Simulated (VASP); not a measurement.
Wanted: the native input for a VASP 6.6.1 run.

* Task: single point
* Functional: PBE
* Potentials or basis: VASP PAW PBE potentials, release 64 (Cs_sv, I)
* Cutoff: 500 eV
* k mesh: 4 × 4 × 4
* Occupations: gaussian, width 0.05 eV
* Spin: no spin polarisation
* Dipole correction: no
* Further INCAR settings: ALGO = Normal; EDIFF = 1e-06; NBANDS = 24

The structure of CsI lies in POSCAR:

```
CsI
1.0
   -4.6660147546      0.0000000000     -4.6660147546
    0.0000000000     -4.6660147546     -4.6660147546
   -4.6660147546     -4.6660147546      0.0000000000
Cs I
2 2
Direct
    0.5000000000      0.5000000000      0.5000000000
    0.0000000000      0.0000000000      0.0000000000
    0.2500000000      0.2500000000      0.2500000000
    0.7500000000      0.7500000000      0.7500000000
```

One way to write it, as run:

INCAR

```
SYSTEM = CsI
PREC = Accurate
ENCUT = 500
EDIFF = 1E-6
ISMEAR = 0
SIGMA = 0.05
LREAL = .False.
LASPH = .True.
NELM = 120
ALGO = Normal
ISIF = 2
LWAVE = .False.
LCHARG = .True.
GGA = PE
LELF = .True.
LVHAR = .True.
NBANDS = 24
GGA_COMPAT = .False.
```

KPOINTS

```
Automatic mesh
0
Gamma
  4 4 4
  0 0 0
```

Potentials or basis: VASP PAW PBE potentials, release 64 (Cs_sv, I).

Command:

```console
$ cat potpaw_PBE.64/Cs_sv/POTCAR potpaw_PBE.64/I/POTCAR > POTCAR
$ mpirun -np 1 vasp_std > vasp.out
```

It gave:

```yaml
Pressure: 0.0 GPa
Band_gap_on_the_k_mesh: 3.68 eV
```

Caveat: spin-orbit coupling is left out, which moves the levels of the heavy elements.

Wall time 79 s on 1 thread of Intel Xeon 8259CL (shared host), peak memory 0.32 GiB.
